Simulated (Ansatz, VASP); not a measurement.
**Ni: VASP beside Ansatz**

File INCAR:

```
SYSTEM = Ni
PREC = Accurate
ENCUT = 520
EDIFF = 1E-6
ISMEAR = -1
SIGMA = 0.05
LREAL = .FALSE.
LASPH = .TRUE.
NELM = 150
ALGO = Normal
ISIF = 2
LWAVE = .FALSE.
LCHARG = .FALSE.
ISPIN = 2
MAGMOM = 1.5 1.5
LORBIT = 11
LMAXMIX = 4
GGA = PE
NBANDS = 21
```

The input KPOINTS:

```
Automatic mesh
0
G
  15 15 8
  0 0 0
```

Contents of POSCAR:

```
Ni
1.0
    2.5057766999      0.0000000000      0.0000000000
   -1.2528883499      2.1700662783      0.0000000000
    0.0000000000      0.0000000000      4.1189223954
Ni
2
Direct
    0.3333333333      0.6666666667      0.2500000000
    0.6666666667      0.3333333333      0.7500000000
```

Input for Ansatz:

```yaml
crystal:
  lattice:
    - [2.5057766999, 0.0, 0.0]
    - [-1.2528883499, 2.1700662783, 0.0]
    - [0.0, 0.0, 4.1189223954]
  atoms:
    - { symbol: Ni, position: [0.3333333333, 0.6666666667, 0.25], spin: 1.5 }
    - { symbol: Ni, position: [0.6666666667, 0.3333333333, 0.75], spin: 1.5 }
magnetization:
  spin_polarized: true
kpoints:
  mp_grid: { grid: [15, 15, 8] }
scf:
  occupations: { method: fermi_dirac, width: 0.05 }
hamiltonian:
  xc: pbe
  pseudopotentials: { kind: all_electron, lapw: { basis_error: 0.001 } }
output:
  forces: true
  stress: true
  eigenvalues: true
```

Change from the starting cell: volume scaled by 1.025.

Alike in both runs: task single point; functional PBE; k mesh 15 × 15 × 8; occupations fermi-dirac, width 0.05 eV; collinear spin.

```csv
,VASP,Ansatz
version,VASP 6.6.1,Ansatz 0.2.0
potentials or method,"VASP PAW PBE potentials, release 64 (Ni), cutoff 520 eV","all-electron LAPW, scalar-relativistic"
```

|  | VASP | Ansatz | Ansatz less VASP |
| --- | --- | --- | --- |
| pressure (GPa) | -4.6 | -4.6 | -0.02 |
| traceless stress, the component that is largest in VASP (GPa) | -0.05 | 0.05 | +0.097 |
| net moment per atom (μB) | 0.65 | 0.66 | +0.006 |
| size of the moment on the site where the two differ most (μB) | 0.66 | 0.68 | +0.018 |

Site moments also hang on the region over which each program counts them. Ansatz ran all-electron here, and VASP with PAW potentials.
